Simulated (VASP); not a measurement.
# SiC (I-4m2) in VASP: further runs, part 2 of 2

VASP 6.6.1.

### Step 4. Single point, r2SCAN (strain +0.050 along x and y, -0.050 along z)

The input, POSCAR:

```
SiC
1.0
    0.0000000000      2.2870522348      2.0692377362
    2.2870522348      0.0000000000      2.0692377362
    2.2870522348      2.2870522348      0.0000000000
Si C
1 1
Direct
    0.0000000000      0.0000000000      0.0000000000
    0.7500000000      0.7500000000      0.7500000000
```

The input, INCAR.step1:

```
ALGO = Normal
EDIFF = 1E-4
ENCUT = 520
GGA = PE
ISMEAR = 0
LASPH = T
LCHARG = F
LREAL = F
LWAVE = T
NBANDS = 11
NELM = 60
PREC = Accurate
SIGMA = 0.05
```

The input, INCAR.step2:

```
ALGO = Normal
EDIFF = 1E-6
ENCUT = 520
ISIF = 2
ISMEAR = 0
ISTART = 1
LASPH = T
LCHARG = F
LMIXTAU = T
LREAL = F
LWAVE = F
METAGGA = R2SCAN
NBANDS = 11
NELM = 60
PREC = Accurate
SIGMA = 0.05
```

The input, KPOINTS:

```
k-points
0
Gamma
  10 10 10
```

Potentials or basis: VASP PAW PBE potentials, release 64 (Si, C).

On the command line:

```sh
$ cat potpaw_PBE.64/Si/POTCAR potpaw_PBE.64/C/POTCAR > POTCAR
$ cp INCAR.step1 INCAR
$ mpirun -np 1 vasp_std > vasp.out
$ cp INCAR.step2 INCAR
$ mpirun -np 1 vasp_std > vasp.out
```

OUTCAR:

```text
EDIFF = 1E-6
   ENCUT = 520
   ISIF = 2
   ISMEAR = 0
   ISTART = 1
   LASPH = T
   LREAL = F
   METAGGA = R2SCAN
   NELM = 60
   PREC = Accurate

 ion  position               nearest neighbor table
   1  0.000  0.000  0.000-   2 1.92   2 1.92   2 1.92   2 1.92
   2  0.750  0.750  0.750-   1 1.92   1 1.92   1 1.92   1 1.92

  LATTYP: Found a body centered tetragonal cell.
 ALAT       =     3.2343802883
 C/A-ratio  =     1.2795265564

  Lattice vectors:

[... 520 lines left out ...]

 [... further k-points ...]

------------------------ aborting loop because EDIFF is reached ----------------------------------------

  FORCE on cell =-STRESS in cart. coord.  units (eV):
  Direction    XX          YY          ZZ          XY          YZ          ZX
  --------------------------------------------------------------------------------------
  -------------------------------------------------------------------------------------
  Total       -2.4313779     -2.4313779      0.6534572      0.0000000     -0.0000000      0.0000000
  in kB     -179.9577214   -179.9577214     48.3654408      0.0000000     -0.0000000      0.0000000
  external PRESSURE =    -103.8500006 kB  Pullay stress =       0.0000000 kB

 VOLUME and BASIS-vectors are now :
 -----------------------------------------------------------------------------
  energy-cutoff  :      520.00
  volume of cell :       21.65
      direct lattice vectors                 reciprocal lattice vectors
     0.000000000  2.287052235  2.069237736    -0.218622029  0.218622029  0.241634874
     2.287052235  0.000000000  2.069237736     0.218622029 -0.218622029  0.241634874
     2.287052235  2.287052235  0.000000000     0.218622029  0.218622029 -0.241634874

 POSITION                                       TOTAL-FORCE (eV/Angst)
 -----------------------------------------------------------------------------------
      0.00000      0.00000      0.00000         0.000000      0.000000     -0.000000
      3.43058      3.43058      3.10386        -0.000000     -0.000000      0.000000
 -----------------------------------------------------------------------------------
    total drift:                                0.000002      0.000002     -0.000001

  FREE ENERGIE OF THE ION-ELECTRON SYSTEM (eV)
  ---------------------------------------------------
  free  energy   TOTEN  =       -19.1860130796 eV

  energy  without entropy=      -19.1860130796  energy(sigma->0) =      -19.18601308
```

OUTCAR.step1:

```text
EDIFF = 1E-4
   ENCUT = 520
   GGA = PE
   ISMEAR = 0
   LASPH = T
[... 557 lines left out ...]
 -----------------------------------------------------------------------------------
      0.00000      0.00000      0.00000         0.000000      0.000000      0.000000
      3.43058      3.43058      3.10386        -0.000000     -0.000000     -0.000000
 -----------------------------------------------------------------------------------
    total drift:                               -0.000000     -0.000000      0.000001

  FREE ENERGIE OF THE ION-ELECTRON SYSTEM (eV)
  ---------------------------------------------------
  free  energy   TOTEN  =       -14.9477177542 eV

  energy  without entropy=      -14.9477177542  energy(sigma->0) =      -14.94771775
```

It took 63 s on 1 thread of Intel Xeon Platinum 8488C (Sapphire Rapids), shared host; peak memory 0.15 GiB.

What came out:

| Item | Value |
| --- | --- |
| Free energy | -19.1860 eV |
| Pressure | -10.4 GPa |
| Band gap on the k mesh | 0.81 eV, indirect (least direct gap 4.90 eV) |

Stress tensor (GPa, compression positive):
```
-18.00   0.00   0.00
  0.00 -18.00   0.00
  0.00   0.00   4.84
```

Caveat: the cell differs from its parent crystal (strain +0.050 along x and y, -0.050 along z); the PAW data sets were made with another functional, which shifts forces and pressure a little. A k mesh can miss the band edges.

### Step 5. Single point, r2SCAN (strain +0.050 along x and y, -0.025 along z)

The input, POSCAR:

```
SiC
1.0
    0.0000000000      2.2870522348      2.1236913609
    2.2870522348      0.0000000000      2.1236913609
    2.2870522348      2.2870522348      0.0000000000
Si C
1 1
Direct
    0.0000000000      0.0000000000      0.0000000000
    0.7500000000      0.7500000000      0.7500000000
```

The input, INCAR.step1:

```
SYSTEM = SiC
PREC = Accurate
ENCUT = 520
ISMEAR = 0
SIGMA = 0.05
LREAL = .False.
LASPH = .True.
NELM = 60
NBANDS = 11
GGA = PE
ALGO = Normal
EDIFF = 1E-4
LWAVE = .True.
LCHARG = .False.
```

The input, INCAR.step2:

```
SYSTEM = SiC
PREC = Accurate
ENCUT = 520
EDIFF = 1E-7
ISMEAR = 0
SIGMA = 0.05
LREAL = .False.
LASPH = .True.
NELM = 60
ALGO = Normal
ISIF = 2
LWAVE = .False.
LCHARG = .False.
METAGGA = R2SCAN
LMIXTAU = .True.
NBANDS = 11
ISTART = 1
```

The input, KPOINTS:

```
regular mesh
0
Gamma
  10 10 10
  0 0 0
```

On the command line:

```sh
$ cat potpaw_PBE.64/Si/POTCAR potpaw_PBE.64/C/POTCAR > POTCAR
$ cp INCAR.step1 INCAR
$ mpirun -np 1 vasp_std > vasp.out
$ cp INCAR.step2 INCAR
$ mpirun -np 1 vasp_std > vasp.out
```

Run time: 45 s. Hardware: 1 thread of Intel Xeon Platinum 8488C (Sapphire Rapids), shared host; peak memory 0.15 GiB.

The run converged. Its results:

```
Free energy            : -19.1895 eV
Pressure               : -14.7 GPa
Band gap on the k mesh : 1.05 eV, indirect (least direct gap 4.88 eV)
```

Stress tensor (GPa, compression positive):
```
-20.56   0.00   0.00
  0.00 -20.56   0.00
  0.00   0.00  -2.90
```

Levels at points of the mesh, in eV from the valence-band top:
```
           k point  band 2  band 3  band 4  band 5  band 6  band 7
(0.00, 0.00, 0.00)   -0.46   -0.46    0.00    5.59    6.87    7.13
(0.50, 0.00, 0.00)   -8.75   -1.82   -1.00    4.68    6.62    7.99
(0.50, 0.50, 0.00)   -7.54   -4.01   -4.01    1.05    3.37   13.74
(0.50, 0.00, 0.50)   -8.44   -3.27   -3.17    1.71    4.68   12.90
```

Caveat: the cell differs from its parent crystal (strain +0.050 along x and y, -0.025 along z); the PAW data sets were made with another functional, which shifts forces and pressure a little. A k mesh can miss the band edges.

### Step 6. Single point, r2SCAN (strain +0.050 along x and y, +0.000 along z)

The input, POSCAR:

```
SiC
1.0
    0.0000000000      2.2870522348      2.1781449855
    2.2870522348      0.0000000000      2.1781449855
    2.2870522348      2.2870522348      0.0000000000
Si C
1 1
Direct
    0.0000000000      0.0000000000      0.0000000000
    0.7500000000      0.7500000000      0.7500000000
```

The input, INCAR.step1:

```
ALGO = Normal ; EDIFF = 1E-4
ENCUT = 520 ; GGA = PE
ISMEAR = 0 ; LASPH = T
LCHARG = F ; LREAL = F
LWAVE = T ; NBANDS = 11
NELM = 80 ; PREC = Accurate
SIGMA = 0.05
```

The input, INCAR.step2:

```
ALGO = Normal ; EDIFF = 1E-6
ENCUT = 520 ; ISIF = 2
ISMEAR = 0 ; ISTART = 1
LASPH = T ; LCHARG = F
LMIXTAU = T ; LREAL = F
LWAVE = F ; METAGGA = R2SCAN
NBANDS = 11 ; NELM = 80
PREC = Accurate ; SIGMA = 0.05
```

The input, KPOINTS:

```
k-points
0
Gamma
  10 10 10
```

Potentials or basis: VASP PAW PBE potentials, release 64 (Si, C).

On the command line:

```sh
$ cat potpaw_PBE.64/Si/POTCAR potpaw_PBE.64/C/POTCAR > POTCAR
$ cp INCAR.step1 INCAR
$ mpirun -np 1 vasp_std > vasp.out
$ cp INCAR.step2 INCAR
$ mpirun -np 1 vasp_std > vasp.out
```

Run time: 51 s. Hardware: 1 thread of Intel Xeon Platinum 8488C (Sapphire Rapids), shared host; peak memory 0.15 GiB.

The run converged. Its results:

```yaml
Free_energy: -19.1659 eV
Pressure: -18.5 GPa
Band_gap_on_the_k_mesh: 1.30 eV, indirect (least direct gap 4.87 eV)
```

Stress tensor (GPa, compression positive):
```
-22.54   0.00   0.00
  0.00 -22.54   0.00
  0.00   0.00 -10.46
```

Levels at points of the mesh, in eV from the valence-band top:
| k point | band 1 | band 2 | band 3 | band 4 | band 5 | band 6 | band 7 | band 8 | band 9 |
| --- | --- | --- | --- | --- | --- | --- | --- | --- | --- |
| (0.00, 0.00, 0.00) | -15.64 | -0.31 | -0.31 | 0.00 | 5.40 | 6.85 | 7.01 | 7.01 | 13.71 |
| (0.50, 0.00, 0.00) | -12.36 | -8.52 | -1.57 | -1.02 | 4.72 | 6.80 | 7.61 | 10.18 | 15.77 |
| (0.50, 0.50, 0.00) | -10.77 | -7.58 | -3.68 | -3.68 | 1.30 | 3.68 | 13.62 | 13.62 | 14.92 |
| (0.50, 0.00, 0.50) | -11.11 | -8.16 | -3.21 | -3.14 | 1.73 | 4.53 | 13.08 | 14.14 | 14.42 |

Caveat: the cell differs from its parent crystal (strain +0.050 along x and y, +0.000 along z); the PAW data sets were made with another functional, which shifts forces and pressure a little.

### Step 7. Summary

```tsv
cell	gap on the mesh (eV)	pressure (GPa)
a = 3.044, b = 3.044, c = 3.157 Å, angles 58.8, 58.8, 62.5°, 2 atoms	0.96	-0.2
a = 3.081, b = 3.081, c = 3.157 Å, angles 59.2, 59.2, 61.6°, 2 atoms	1.23	-5.5
a = 3.084, b = 3.084, c = 3.234 Å, angles 58.4, 58.4, 63.2°, 2 atoms	0.81	-10.4
a = 3.121, b = 3.121, c = 3.234 Å, angles 58.8, 58.8, 62.4°, 2 atoms	1.05	-14.7
a = 3.158, b = 3.158, c = 3.234 Å, angles 59.2, 59.2, 61.6°, 2 atoms	1.30	-18.5
```

Alike in all rows: task single point; level r2SCAN; potentials or basis VASP PAW PBE potentials, release 64 (Si, C); no spin polarisation; k mesh 10 × 10 × 10; cutoff (eV) 520; smearing gaussian 0.05 eV.

Caveats: the PAW data sets were made with another functional, which shifts forces and pressure a little.

Total energies depend on the potentials used, so only differences within one code and one set of settings carry meaning.
